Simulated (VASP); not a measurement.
# CdSe (Fm-3m) in VASP: a series of runs

Aim: see how the results for CdSe move with the level of theory and the settings. Levels: PBEsol-based screened hybrid with 25 % exact exchange, PBEsol. Tasks: relaxation of cell and atoms, single point.

Program: VASP 6.6.1. These are calculated values, not measurements. Logs are shortened: lines on timing, memory, paths and dates and some standing lists are left out, and cuts for length are marked.

### Step 1. The cell of the first run

It takes space group Fm-3m (No. 225, cubic). The conventional cell has a = 5.748 Å, b = 5.748 Å, c = 5.748 Å, α = 90.00°, β = 90.00°, γ = 90.00°. Within 3.8 Å of Cd (site symmetry m-3m) lie 6 Se at 2.87 Å. Within 3.8 Å of Se (site symmetry m-3m) lie 6 Cd at 2.87 Å.

### Step 2. Relaxation of cell and atoms, PBEsol-based screened hybrid with 25 % exact exchange

The input, POSCAR:

```
CdSe
1.0
    0.0000000000      2.8739580000      2.8739580000
    2.8739580000      0.0000000000      2.8739580000
    2.8739580000      2.8739580000      0.0000000000
Cd Se
1 1
Direct
    0.0000000000      0.0000000000      0.0000000000
    0.5000000000      0.5000000000      0.5000000000
```

The input, INCAR.step1:

```
PREC = Accurate
ENCUT = 600
EDIFF = 1E-5
ISMEAR = -1
SIGMA = 0.05
LREAL = False
LASPH = True
NELM = 80
ALGO = Normal
LWAVE = True
LCHARG = False
GGA = PE
NBANDS = 16
```

The input, INCAR.step2:

```
PREC = Accurate
ENCUT = 600
EDIFF = 1E-7
ISMEAR = -1
SIGMA = 0.05
LREAL = False
LASPH = True
NELM = 80
ALGO = Normal
ISIF = 3
LWAVE = False
LCHARG = False
GGA = PS
LHFCALC = True
AEXX = 0.25
HFSCREEN = 0.207
PRECFOCK = Normal
IBRION = 2
NSW = 60
EDIFFG = -0.01
ISTART = 1
```

The input, KPOINTS:

```
regular mesh
0
Gamma
  4 4 4
```

Potentials or basis: VASP PAW PBE potentials, release 64 (Cd, Se).

Run with:

```bash
$ cat potpaw_PBE.64/Cd/POTCAR potpaw_PBE.64/Se/POTCAR > POTCAR
$ cp INCAR.step1 INCAR
$ mpirun -np 1 vasp_std > vasp.out
$ cp INCAR.step2 INCAR
$ mpirun -np 1 vasp_std > vasp.out
```

OUTCAR:

```text
PREC = Accurate
   ENCUT = 600
   EDIFF = 1E-7
   ISMEAR = -1
   LREAL = False
   LASPH = True
   NELM = 80
   ISIF = 3
   GGA = PS
   LHFCALC = True
   AEXX = 0.25
   HFSCREEN = 0.207
   PRECFOCK = Normal
   IBRION = 2
   NSW = 60
   EDIFFG = -0.01
   ISTART = 1

 ion  position               nearest neighbor table
   1  0.000  0.000  0.000-   2 2.87   2 2.87   2 2.87   2 2.87   2 2.87   2 2.87
   2  0.500  0.500  0.500-   1 2.87   1 2.87   1 2.87   1 2.87   1 2.87   1 2.87

  LATTYP: Found a face centered cubic cell.
 ALAT       =     5.7479160000

  Lattice vectors:

 A1 = (   0.0000000000,   2.8739580000,   2.8739580000)
 A2 = (   2.8739580000,   0.0000000000,   2.8739580000)
 A3 = (   2.8739580000,   2.8739580000,   0.0000000000)

Analysis of symmetry for initial positions (statically):
=====================================================================
 Subroutine PRICEL returns:
 Original cell was already a primitive cell.

 Routine SETGRP: Setting up the symmetry group for a
 face centered cubic supercell.

 Subroutine GETGRP returns: Found 48 space group operations
 (whereof 48 operations were pure point group operations)
 out of a pool of 48 trial point group operations.

The static configuration has the point symmetry O_h .

Analysis of symmetry for dynamics (positions and initial velocities):
=====================================================================
 Subroutine PRICEL returns:
 Original cell was already a primitive cell.

 Routine SETGRP: Setting up the symmetry group for a
 face centered cubic supercell.

 Subroutine GETGRP returns: Found 48 space group operations
 (whereof 48 operations were pure point group operations)
 out of a pool of 48 trial point group operations.

The dynamic configuration has the point symmetry O_h .

 Subroutine INISYM returns: Found 48 space group operations
 (whereof 48 operations are pure point group operations),
 and found     1 'primitive' translations

----------------------------------------------------------------------------------------

                                     Primitive cell

  volume of cell :      47.4757

  direct lattice vectors                    reciprocal lattice vectors
     0.000000000  2.873958000  2.873958000    -0.173976098  0.173976098  0.173976098
     2.873958000  0.000000000  2.873958000     0.173976098 -0.173976098  0.173976098
     2.873958000  2.873958000  0.000000000     0.173976098  0.173976098 -0.173976098

  length of vectors
     4.064390381  4.064390381  4.064390381     0.301335442  0.301335442  0.301335442

  position of ions in fractional coordinates (direct lattice)
     0.000000000  0.000000000  0.000000000
     0.500000000  0.500000000  0.500000000

  ion indices of the primitive-cell ions
   primitive index   ion index
                 1           1
                 2           2

----------------------------------------------------------------------------------------

 KPOINTS: regular mesh

Automatic generation of k-mesh.
 Grid dimensions read from file:
 generate k-points for:    4    4    4

 Generating k-lattice:

  Cartesian coordinates                     Fractional coordinates (reciprocal lattice)
    -0.043494025  0.043494025  0.043494025     0.250000000  0.000000000  0.000000000
     0.043494025 -0.043494025  0.043494025     0.000000000  0.250000000  0.000000000
     0.043494025  0.043494025 -0.043494025     0.000000000  0.000000000  0.250000000

  Length of vectors
     0.075333860  0.075333860  0.075333860

  Shift w.r.t. Gamma in fractional coordinates (k-lattice)
     0.000000000  0.000000000  0.000000000

 Subroutine IBZKPT returns following result:
 ===========================================

 Found      8 irreducible k-points:

 Following reciprocal coordinates:
            Coordinates               Weight
  0.000000  0.000000  0.000000      1.000000
  0.250000  0.000000  0.000000      8.000000
  0.500000  0.000000  0.000000      4.000000
  0.250000  0.250000  0.000000      6.000000
  0.500000  0.250000  0.000000     24.000000
 -0.250000  0.250000  0.000000     12.000000
  0.500000  0.500000  0.000000      3.000000
 -0.250000  0.500000  0.250000      6.000000
   k-points           NKPTS =      8   k-points in BZ     NKDIM =     64   number of bands    NBANDS=     13
   number of dos      NEDOS =    301   number of ions     NIONS =      2
   total plane-waves  NPLWV =  32768
   dimension x,y,z NGX =    32 NGY =   32 NGZ =   32
   dimension x,y,z NGXF=    64 NGYF=   64 NGZF=   64
   ions per type =               1   1
   NGX,Y,Z   is equivalent  to a cutoff of  13.09, 13.09, 13.09 a.u.
   NGXF,Y,Z  is equivalent  to a cutoff of  26.18, 26.18, 26.18 a.u.
 SYSTEM =  unknown system
   PREC   = accura    normal or accurate (medium, high low for compatibility)
   ISTART =      1    job   : 0-new  1-cont  2-samecut
   ICHARG =      0    charge: 1-file 2-atom 10-const
   ISPIN  =      1    spin polarized calculation?
   LNONCOLLINEAR =      F non collinear calculations
   LSORBIT =      F    spin-orbit coupling
   LASPH  =      T    aspherical Exc in radial PAW
   ENCUT  =  600.0 eV  44.10 Ry    6.64 a.u.   8.12  8.12  8.12*2*pi/ulx,y,z
   NELM   =     80;   NELMIN=  2; NELMDL=  0     # of ELM steps
   EDIFF  = 0.1E-06   stopping-criterion for ELM
   LREAL  =      F    real-space projection
   EDIFFG = -.1E-01   stopping-criterion for IOM
   NSW    =     60    number of steps for IOM
   IBRION =      2    ionic relax: 0-MD 1-quasi-New 2-CG
   NFREE  =      1    steps in history (QN), initial steepest desc. (CG)
   ISIF   =      3    stress and relaxation
   ISYM   =      3    0-nonsym 1-usesym 2-fastsym
   POTIM  = 0.5000    time-step for ionic-motion
   TEBEG  =    0.0;   TEEND  =   0.0 temperature during run
   PSTRESS=    0.0 pullay stress
   NELECT =      18.0000    total number of electrons
   NUPDOWN=      -1.0000    fix difference up-down
   EMIN   =  10.00;   EMAX   =-10.00  energy-range for DOS
   EFERMI =   0.00;   METHOD = LEGACY
   ISMEAR =    -1;   SIGMA  =   0.05  broadening in eV -4-tet -1-fermi 0-gaus
   EFERMI_NEDOS =   21; number of points for ismear=-14 and -15
   IALGO  =     38    algorithm
   IMIX   =      1    mixing-type and parameters
     AMIX     =   0.40;   BMIX     =  1.00
     AMIX_MAG =   1.60;   BMIX_MAG =  1.00
  volume/ion in A,a.u.               =      23.74       160.19
  Fermi-wavevector in a.u.,A,eV,Ry     =   1.184882  2.239103 19.101849  1.403946
  Thomas-Fermi vector in A             =   2.321088
   LORBIT       =      0    0 simple, 1 ext, 2 COOP (PROOUT), +10 PAW based schemes
   GGA     = PS    functional components
   LHFCALC =     T    Hartree Fock is set to
   PRECFOCK=normal    Normal, Fast or Accurate (Low or Medium for compatibility)
   ENCUT4O =  -1.0   cutoff for four orbital integrals eV
   NKREDX  =     1    reduce k-point grid by
   NKREDY  =     1    reduce k-point grid by
   NKREDZ  =     1    reduce k-point grid by
   AEXX    =    0.2500 exact exchange contribution
   HFSCREEN=    0.2070 screening length (either q_TF or 0.3 A-1)
   HFSCREENC=   0.2070 screening length for correlation (either q_TF or 0.3 A-1)
   ENCUTFOCK=  -1.0 apply spherical cutoff to Coloumb kernel
   IVDW    =     0    specifies the selected vdW correction
   LEPSILON=     F    determine dielectric tensor
   LRPA    =     F    only Hartree local field effects (RPA)
 conjugate gradient relaxation of ions
 non-spin polarized calculation
  energy-cutoff  :      600.00
  volume of cell :       47.48
 maximum number of plane-waves:      1604
  NGX = 28; NGY = 28; NGZ = 28

--------------------------------------- Ionic step        1  -------------------------------------------

 number of electron      17.9999995 magnetization

 Free energy of the ion-electron system (eV)
  ---------------------------------------------------
  ext. energy  EPLUGINS =         0.00000000
  ---------------------------------------------------
  free energy    TOTEN  =        -6.93860330 eV

  energy without entropy =       -6.93476704  energy(sigma->0) =       -6.93668517

------------------------ aborting loop because EDIFF is reached ----------------------------------------

  FORCE on cell =-STRESS in cart. coord.  units (eV):
  Direction    XX          YY          ZZ          XY          YZ          ZX
  --------------------------------------------------------------------------------------
  -------------------------------------------------------------------------------------
  Total       -1.1495068     -1.1495068     -1.1495068     -0.0000000     -0.0000000     -0.0000000
  in kB      -38.7927772    -38.7927772    -38.7927772     -0.0000000     -0.0000000     -0.0000000
  external PRESSURE =     -38.7927772 kB  Pullay stress =       0.0000000 kB
[... 57 lines left out ...]
  energy  without entropy=       -6.9621407562  energy(sigma->0) =       -6.96413710

--------------------------------------- Ionic step        3  -------------------------------------------

 number of electron      18.0000003 magnetization

 Free energy of the ion-electron system (eV)
  ---------------------------------------------------
  ext. energy  EPLUGINS =         0.00000000
  ---------------------------------------------------
  free energy    TOTEN  =        -6.97325549 eV

  energy without entropy =       -6.96939881  energy(sigma->0) =       -6.97132715

 E-fermi :   2.2936     XC(G=0):  -8.6200

 val. band max:        2.1327342526   @ k =   0.5000   0.0000   0.0000
 cond. band min:       2.3989274192   @ k =   0.5000   0.5000   0.0000
 fundamental gap:      0.2661931666
 Fermi energy:         2.2936066213

 k-point     1 :       0.0000    0.0000    0.0000
  band No.  band energies     occupation
      1     -12.2939      2.00000
      2      -7.2210      2.00000
      3      -7.2210      2.00000
      4      -7.1797      2.00000
      5      -7.1797      2.00000
      6      -7.1797      2.00000
      7       1.4677      2.00000
      8       1.4677      2.00000
      9       1.4677      2.00000
     10       3.3091      0.00000
     11      11.8028      0.00000
     12      11.8028      0.00000
     13      11.8028      0.00000
[... 139 lines left out ...]
  FREE ENERGIE OF THE ION-ELECTRON SYSTEM (eV)
  ---------------------------------------------------
  free  energy   TOTEN  =        -6.9732554947 eV

  energy  without entropy=       -6.9693988056  energy(sigma->0) =       -6.97132715

 reached required accuracy - stopping structural energy minimisation
```

Wall time 38 min (1 thread of AMD EPYC 7R13 (Zen 3), shared host); peak memory 0.29 GiB.

Results:

| Item | Value |
| --- | --- |
| Free energy | -6.9733 eV |
| Relaxed volume | 22.38 Å³/atom |
| Relaxed cell | a = 3.986 Å, b = 3.986 Å, c = 3.986 Å, α = 60.00°, β = 60.00°, γ = 60.00° |
| Space group after relaxing (to 0.1 Å) | Fm-3m (No. 225) |
| Energy gained by relaxing | 17.3 meV/atom |
| Ionic steps | 3 |
| Pressure after relaxing | 0.0 GPa |
| Band gap on the k mesh | 0.27 eV (least direct gap 1.84 eV) |

Step by step:
```
step  energy change (eV)  largest force (eV/Å)  pressure (GPa)  volume (Å³)
   1              0.0000                0.0000           -3.88        47.48
   2             -0.0275                0.0000            2.06        43.64
   3             -0.0347                0.0000            0.00        44.77
```

Final structure:
```yaml
crystal:
  lattice:
    - [0.00000, 2.81825, 2.81825]
    - [2.81825, 0.00000, 2.81825]
    - [2.81825, 2.81825, 0.00000]
  atoms:
    - { symbol: Cd, position: [0.00000, 0.00000, 0.00000] }
    - { symbol: Se, position: [0.50000, 0.50000, 0.50000] }
```

Caveat: the k points lie up to 0.48 Å⁻¹ apart in the final cell; the PAW data sets were made with another functional, which shifts forces and pressure a little. A k mesh can miss the band edges.

[end of part 1 of 2]
